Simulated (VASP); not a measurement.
Crystal: C.

```xyz
2
Lattice="0.0000 1.7834 1.7834 1.7834 0.0000 1.7834 1.7834 1.7834 0.0000" Properties=species:S:1:pos:R:3 pbc="T T T"
C     0.8917    0.8917    0.8917
C     0.0000    0.0000    0.0000
```

- Program: VASP 6.6.1
- Task: relaxation of cell and atoms
- Functional: PBEsol
- Dispersion: D4
- Potentials or basis: VASP PAW PBE potentials, release 64 (C)
- Cutoff: 600 eV
- k mesh: 13 × 13 × 13
- Occupations: tetrahedron
- Spin: no spin polarisation

At the start: pressure -7.4 GPa; volume 5.67 Å³/atom.

Q: Where does the relaxation end?

A: Over 3 steps the energy falls by 2.2 meV/atom and the volume is 5.58 Å³/atom (-1.7 %); space group Fd-3m (No. 227, to 0.05 Å).

Step by step:
```csv
step,energy change (eV),largest force (eV/Å),pressure (GPa),volume (Å³)
1,0.0000,0.0000,-7.43,11.34
2,0.0029,0.0000,10.16,10.92
3,-0.0045,0.0000,-0.03,11.16
```

Final structure:
```
C
1.0
     0.00000    1.77343    1.77343
     1.77343    0.00000    1.77343
     1.77343    1.77343    0.00000
C
2
Direct
  0.25000 0.25000 0.25000
  0.00000 0.00000 0.00000
```

The cell as given is a measured one (5.67 Å³/atom); PBEsol+D4 puts the equilibrium volume -1.7 % from it, thermal expansion not counted.

Caveat: the PAW data sets were made with another functional, which shifts forces and pressure a little.
